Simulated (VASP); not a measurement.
# Sr12H2C in VASP: single point with PBEsol

Aim: the single point of Sr12H2C with PBEsol.

All numbers are computed with VASP 6.6.1; they aren't measurements. Logs are shortened: lines on timing, memory, paths and dates and some standing lists are left out, and cuts for length are marked.

## 1. The cell of the first run

The cell holds a slab with vacuum, 15 atoms: a = 8.598 Å, b = 8.598 Å, c = 20.021 Å, α = 90.00°, β = 90.00°, γ = 60.00°.

## 2. Single point, PBEsol

Contents of INCAR:

```
  PREC = Accurate
  ENCUT = 520
  EDIFF = 1E-6
  ISMEAR = -1
  SIGMA = 0.05
  LREAL = Auto
  LASPH = T
  NELM = 100
  ALGO = Normal
  ISIF = 2
  LWAVE = F
  LCHARG = F
  GGA = PS
  NBANDS = 76
```

Contents of KPOINTS:

```
regular mesh
0
Gamma
  2 2 1
```

Contents of POSCAR:

```
Sr12H2C
1.0
    8.5984180000      0.0000000000      0.0000000000
    4.2992090000      7.4464490000      0.0000000000
    0.0000000000      0.0000000000     20.0205790000
Sr C H
12 1 2
Direct
    0.1666667000      0.1666667000      0.0499486000
    0.6666667000      0.1666667000      0.0499486000
    0.1666667000      0.6666667000      0.0499486000
    0.6666667000      0.6666667000      0.0499486000
   -0.1672098394      0.3347077619      0.2153183215
    0.3326673140      0.3352715330      0.2243816950
   -0.1690489170      0.8343893173      0.2164980007
    0.3342569766      0.8346017264      0.2164194057
   -0.0013451633      0.0003777654      0.3772035454
    0.5131338550     -0.0296122530      0.3930124417
   -0.0360760582      0.5120891952      0.3920958239
    0.5225934466      0.5135641324      0.3921524056
    0.6743970684      0.6491851468      0.4546925003
    0.5676673951      0.6636762126      0.4909861129
    0.7606676523      0.6816727547      0.4878430834
```

Potentials or basis: VASP PAW PBE potentials, release 64 (Sr_sv, C, H).

Started as:

```
cat potpaw_PBE.64/Sr_sv/POTCAR potpaw_PBE.64/C/POTCAR potpaw_PBE.64/H/POTCAR > POTCAR
mpirun -np 1 vasp_std > vasp.out
```

OUTCAR:

```text
PREC = Accurate
   ENCUT = 520
   EDIFF = 1E-6
   ISMEAR = -1
   LREAL = Auto
   LASPH = T
   NELM = 100
   ISIF = 2
   GGA = PS

 ion  position               nearest neighbor table
   1  0.167  0.167  0.050-   5 4.14   8 4.15   6 4.29   2 4.30   2 4.30   3 4.30   4 4.30   3 4.30
                             4 4.30
   2  0.667  0.167  0.050-   5 4.14   7 4.15   6 4.29   1 4.30   1 4.30   3 4.30   4 4.30   4 4.30
                             3 4.30
   3  0.167  0.667  0.050-   8 4.17   7 4.17   6 4.28   4 4.30   4 4.30   1 4.30   2 4.30   2 4.30
                             1 4.30
   4  0.667  0.667  0.050-   5 4.13   7 4.15   8 4.15   3 4.30   3 4.30   1 4.30   2 4.30   1 4.30
                             2 4.30
   5  0.833  0.335  0.215-   9 4.09   4 4.13   1 4.14   2 4.14  11 4.22  12 4.23   7 4.29   8 4.29
                             6 4.30   6 4.30   8 4.31   7 4.31
   6  0.333  0.335  0.224-   3 4.28   2 4.29   1 4.29   7 4.30   8 4.30   5 4.30   8 4.30   5 4.30
                             7 4.31  10 4.33  12 4.34  11 4.34
   7  0.831  0.834  0.216-   9 4.07   4 4.15   2 4.15   3 4.17  10 4.26  11 4.26   8 4.27   5 4.29
                             6 4.30   6 4.31   5 4.31   8 4.33
   8  0.334  0.835  0.216-   9 4.08   1 4.15   4 4.15   3 4.17  10 4.25  12 4.26   7 4.27   5 4.29
                             6 4.30   6 4.30   5 4.31   7 4.33
   9  0.999  0.000  0.377-   7 4.07   8 4.08   5 4.09  11 4.27  12 4.27  10 4.31  10 4.32  12 4.36
                            11 4.37
  10  0.513  0.970  0.393-  13 2.69  15 3.00  12 3.89  11 3.91   8 4.25   7 4.26   9 4.31   9 4.32
                             6 4.33  11 4.69  12 4.71
  11  0.964  0.512  0.392-  13 2.49  15 2.51  12 3.79  10 3.91   5 4.22   7 4.26   9 4.27   6 4.34
                             9 4.37  10 4.69  12 4.81
  12  0.523  0.514  0.392-  13 2.48  14 2.50  11 3.79  10 3.89   5 4.23   8 4.26   9 4.27   6 4.34
                             9 4.36  10 4.71  11 4.81
  13  0.674  0.649  0.455-  14 1.13  15 1.13  12 2.48  11 2.49  10 2.69
  14  0.568  0.664  0.491-  13 1.13  12 2.50
  15  0.761  0.682  0.488-  13 1.13  11 2.51  10 3.00

  LATTYP: Found a hexagonal cell.
 ALAT       =     8.5984185020
 C/A-ratio  =     2.3284024842

  Lattice vectors:

 A1 = (  -4.2992090000,  -7.4464490000,   0.0000000000)
 A2 = (   8.5984180000,   0.0000000000,   0.0000000000)
 A3 = (   0.0000000000,   0.0000000000,  20.0205790000)

Analysis of symmetry for initial positions (statically):
=====================================================================
 Subroutine PRICEL returns:
 Original cell was already a primitive cell.

 Routine SETGRP: Setting up the symmetry group for a
 hexagonal supercell.

 Subroutine GETGRP returns: Found  1 space group operations
 (whereof  1 operations were pure point group operations)
 out of a pool of 24 trial point group operations.

The static configuration has the point symmetry C_1 .

Analysis of symmetry for dynamics (positions and initial velocities):
=====================================================================
 Subroutine PRICEL returns:
 Original cell was already a primitive cell.

 Routine SETGRP: Setting up the symmetry group for a
 hexagonal supercell.

 Subroutine GETGRP returns: Found  1 space group operations
 (whereof  1 operations were pure point group operations)
 out of a pool of 24 trial point group operations.

The dynamic configuration has the point symmetry C_1 .

 Subroutine INISYM returns: Found  1 space group operations
 (whereof  1 operations are pure point group operations),
 and found     1 'primitive' translations

----------------------------------------------------------------------------------------

                                     Primitive cell

  volume of cell :    1281.8712

  direct lattice vectors                    reciprocal lattice vectors
     8.598418000  0.000000000  0.000000000     0.116300464 -0.067146099  0.000000000
     4.299209000  7.446449000  0.000000000     0.000000000  0.134292198  0.000000000
     0.000000000  0.000000000 20.020579000     0.000000000  0.000000000  0.049948605

  length of vectors
     8.598418000  8.598418502 20.020579000     0.134292205  0.134292198  0.049948605

  position of ions in fractional coordinates (direct lattice)
     0.166666700  0.166666700  0.049948600
     0.666666700  0.166666700  0.049948600
     0.166666700  0.666666700  0.049948600
     0.666666700  0.666666700  0.049948600
     0.832790161  0.334707762  0.215318321
     0.332667314  0.335271533  0.224381695
     0.830951083  0.834389317  0.216498001
     0.334256977  0.834601726  0.216419406
     0.998654837  0.000377765  0.377203545
     0.513133855  0.970387747  0.393012442
     0.963923942  0.512089195  0.392095824
     0.522593447  0.513564132  0.392152406
     0.674397068  0.649185147  0.454692500
     0.567667395  0.663676213  0.490986113
     0.760667652  0.681672755  0.487843083

  ion indices of the primitive-cell ions
   primitive index   ion index
                 1           1
                 2           2
                 3           3
                 4           4
                 5           5
                 6           6
                 7           7
                 8           8
                 9           9
                10          10
                11          11
                12          12
                13          13
                14          14
                15          15

----------------------------------------------------------------------------------------

 KPOINTS: regular mesh

Automatic generation of k-mesh.
 Grid dimensions read from file:
 generate k-points for:    2    2    1

 Generating k-lattice:

  Cartesian coordinates                     Fractional coordinates (reciprocal lattice)
     0.058150232 -0.033573049  0.000000000     0.500000000 -0.000000000  0.000000000
     0.000000000  0.067146099  0.000000000     0.000000000  0.500000000  0.000000000
     0.000000000  0.000000000  0.049948605     0.000000000  0.000000000  1.000000000

  Length of vectors
     0.067146103  0.067146099  0.049948605

  Shift w.r.t. Gamma in fractional coordinates (k-lattice)
     0.000000000  0.000000000  0.000000000

 Subroutine IBZKPT returns following result:
 ===========================================

 Found      4 irreducible k-points:

 Following reciprocal coordinates:
            Coordinates               Weight
  0.000000  0.000000  0.000000      1.000000
  0.500000  0.000000  0.000000      1.000000
  0.500000  0.500000  0.000000      1.000000
  0.000000  0.500000  0.000000      1.000000
   k-points           NKPTS =      4   k-points in BZ     NKDIM =      4   number of bands    NBANDS=     76
   number of dos      NEDOS =    301   number of ions     NIONS =     15
   total plane-waves  NPLWV = 614400
   dimension x,y,z NGX =    64 NGY =   64 NGZ =  150
   dimension x,y,z NGXF=   128 NGYF=  128 NGZF=  300
   ions per type =              12   1   2
   NGX,Y,Z   is equivalent  to a cutoff of  12.37, 12.37, 12.46 a.u.
   NGXF,Y,Z  is equivalent  to a cutoff of  24.75, 24.75, 24.91 a.u.
 SYSTEM =  unknown system
   PREC   = accura    normal or accurate (medium, high low for compatibility)
   ISTART =      0    job   : 0-new  1-cont  2-samecut
   ICHARG =      2    charge: 1-file 2-atom 10-const
   ISPIN  =      1    spin polarized calculation?
   LNONCOLLINEAR =      F non collinear calculations
   LSORBIT =      F    spin-orbit coupling
   LASPH  =      T    aspherical Exc in radial PAW
   ENCUT  =  520.0 eV  38.22 Ry    6.18 a.u.  15.99 15.99 37.23*2*pi/ulx,y,z
   NELM   =    100;   NELMIN=  2; NELMDL= -5     # of ELM steps
   EDIFF  = 0.1E-05   stopping-criterion for ELM
   LREAL  =      T    real-space projection
   EDIFFG = 0.1E-04   stopping-criterion for IOM
   NSW    =      0    number of steps for IOM
   IBRION =     -1    ionic relax: 0-MD 1-quasi-New 2-CG
   NFREE  =      0    steps in history (QN), initial steepest desc. (CG)
   ISIF   =      2    stress and relaxation
   ISYM   =      2    0-nonsym 1-usesym 2-fastsym
   POTIM  = 0.5000    time-step for ionic-motion
   TEBEG  =    0.0;   TEEND  =   0.0 temperature during run
   PSTRESS=    0.0 pullay stress
   NELECT =     126.0000    total number of electrons
   NUPDOWN=      -1.0000    fix difference up-down
   EMIN   =  10.00;   EMAX   =-10.00  energy-range for DOS
   EFERMI =   0.00;   METHOD = LEGACY
   ISMEAR =    -1;   SIGMA  =   0.05  broadening in eV -4-tet -1-fermi 0-gaus
   EFERMI_NEDOS =   21; number of points for ismear=-14 and -15
   IALGO  =     38    algorithm
   IMIX   =      4    mixing-type and parameters
     AMIX     =   0.40;   BMIX     =  1.00
     AMIX_MAG =   1.60;   BMIX_MAG =  1.00
  volume/ion in A,a.u.               =      85.46       576.70
  Fermi-wavevector in a.u.,A,eV,Ry     =   0.755527  1.427740  7.766500  0.570822
  Thomas-Fermi vector in A             =   1.853442
   LORBIT       =      0    0 simple, 1 ext, 2 COOP (PROOUT), +10 PAW based schemes
   GGA     = PS    functional components
   LHFCALC =     F    Hartree Fock is set to
   AEXX    =    0.0000 exact exchange contribution
   IVDW    =     0    specifies the selected vdW correction
   LEPSILON=     F    determine dielectric tensor
   LRPA    =     F    only Hartree local field effects (RPA)
 non-spin polarized calculation
  energy-cutoff  :      520.00
  volume of cell :     1281.87
 maximum number of plane-waves:     34492
 NGX is ok and might be reduce to    64
   NGX = 31   NGY = 31   NGZ = 75

 number of electron     126.0000000 magnetization

 Free energy of the ion-electron system (eV)
  ---------------------------------------------------
  ext. energy  EPLUGINS =         0.00000000
  ---------------------------------------------------
  free energy    TOTEN  =       -35.75310449 eV

  energy without entropy =      -35.61071981  energy(sigma->0) =      -35.68191215

 E-fermi :  -0.2777     XC(G=0):  -4.6080

 val. band max:       -0.4966128893   @ k =   0.0000   0.0000   0.0000
 cond. band min:      -0.2301616264   @ k =   0.0000   0.0000   0.0000
 fundamental gap:      0.2664512629
 Fermi energy:        -0.2776949862

 k-point     1 :       0.0000    0.0000    0.0000
  band No.  band energies     occupation
      1     -37.3528      2.00000
      2     -37.3465      2.00000
      3     -37.3454      2.00000
      4     -37.3231      2.00000
      5     -37.3094      2.00000
      6     -37.0110      2.00000
[... 67 lines left out ...]
     74       0.1729      0.00024
     75       0.3091      0.00002

 k-point     2 :       0.5000    0.0000    0.0000
  band No.  band energies     occupation
      1     -37.3504      2.00000
      2     -37.3482      2.00000
      3     -37.3458      2.00000
      4     -37.3234      2.00000
      5     -37.3093      2.00000
      6     -37.0109      2.00000
[... 67 lines left out ...]
     74       0.4196      0.00000
     75       0.4474      0.00000

 k-point     3 :       0.5000    0.5000    0.0000
  band No.  band energies     occupation
      1     -37.3497      2.00000
      2     -37.3492      2.00000
      3     -37.3454      2.00000
      4     -37.3234      2.00000
      5     -37.3093      2.00000
      6     -37.0109      2.00000
[... 67 lines left out ...]
     74       0.4192      0.00000
     75       0.4544      0.00000

 k-point     4 :       0.0000    0.5000    0.0000
  band No.  band energies     occupation
      1     -37.3507      2.00000
      2     -37.3473      2.00000
      3     -37.3464      2.00000
      4     -37.3234      2.00000
      5     -37.3093      2.00000
      6     -37.0109      2.00000
[... 67 lines left out ...]
     74       0.3969      0.00000
     75       0.4365      0.00000
 [bands above 75 left out]

------------------------ aborting loop because EDIFF is reached ----------------------------------------

  FORCE on cell =-STRESS in cart. coord.  units (eV):
  Direction    XX          YY          ZZ          XY          YZ          ZX
  --------------------------------------------------------------------------------------
  -------------------------------------------------------------------------------------
  Total       -2.6011488     -2.4760433      0.0648347     -0.0166276      0.0026002      0.0083838
  in kB       -3.2511078     -3.0947417      0.0810351     -0.0207824      0.0032499      0.0104787
  external PRESSURE =      -2.0882715 kB  Pullay stress =       0.0000000 kB

 VOLUME and BASIS-vectors are now :
 -----------------------------------------------------------------------------
  energy-cutoff  :      520.00
  volume of cell :     1281.87
      direct lattice vectors                 reciprocal lattice vectors
     8.598418000  0.000000000  0.000000000     0.116300464 -0.067146099  0.000000000
     4.299209000  7.446449000  0.000000000     0.000000000  0.134292198  0.000000000
     0.000000000  0.000000000 20.020579000     0.000000000  0.000000000  0.049948605

 POSITION                                       TOTAL-FORCE (eV/Angst)
 -----------------------------------------------------------------------------------
      2.14960      1.24108      1.00000         0.033787      0.015558      0.005286
      6.44881      1.24108      1.00000        -0.032114      0.014291      0.006338
      4.29921      4.96430      1.00000        -0.000661     -0.027999      0.022465
      8.59842      4.96430      1.00000        -0.000191      0.003044     -0.046207
      8.59966      2.49238      4.31080        -0.001560     -0.001337      0.001474
      4.30182      2.49658      4.49225        -0.001297      0.000088     -0.002486
     10.73208      6.21324      4.33442        -0.001120      0.000482      0.001351
      6.46221      6.21482      4.33284        -0.000362      0.000291      0.001671
      8.58848      0.00281      7.55183         0.002114     -0.000764      0.004400
      8.58404      7.22594      7.86834         0.000207      0.017486     -0.007658
     10.48980      3.81325      7.84999         0.027084     -0.013922     -0.017753
      6.70140      3.82423      7.85112        -0.026662     -0.016311     -0.017852
      8.58973      4.83412      9.10321        -0.000125     -0.001855      0.015265
      7.73432      4.94203      9.82983        -0.005731      0.013709      0.012908
      9.47119      5.07604      9.76690         0.006631     -0.002762      0.020798
 -----------------------------------------------------------------------------------
    total drift:                               -0.000383     -0.003645      0.001638

  FREE ENERGIE OF THE ION-ELECTRON SYSTEM (eV)
  ---------------------------------------------------
  free  energy   TOTEN  =       -35.7531044854 eV

  energy  without entropy=      -35.6107198149  energy(sigma->0) =      -35.68191215
```

Wall time 11 min (1 thread of Intel Xeon 6975P-C (Granite Rapids), shared host); peak memory 1.3 GiB.

Results:

| Quantity | Value |
| --- | --- |
| Free energy | -35.7531 eV |
| Largest force | 0.046 eV/Å |
| Band gap on the k mesh | zero (bands 63 and 64 overlap by 0.29 eV) |

Forces in eV/Å, atoms in the order of the input:
```
Sr   0.034  0.016  0.005
Sr  -0.032  0.014  0.006
Sr  -0.001 -0.028  0.022
Sr   0.000  0.003 -0.046
Sr  -0.002 -0.001  0.001
Sr  -0.001  0.000 -0.002
Sr  -0.001  0.000  0.001
Sr   0.000  0.000  0.002
Sr   0.002 -0.001  0.004
Sr   0.000  0.017 -0.008
Sr   0.027 -0.014 -0.018
Sr  -0.027 -0.016 -0.018
C    0.000 -0.002  0.015
H   -0.006  0.014  0.013
H    0.007 -0.003  0.021
```

Caveat: the k points lie up to 0.42 Å⁻¹ apart; there is no dipole correction, which matters where the two faces differ; the PAW data sets were made with another functional, which shifts forces and pressure a little.

The gap in the log of VASP goes by the Fermi energy; the results here count the filled bands.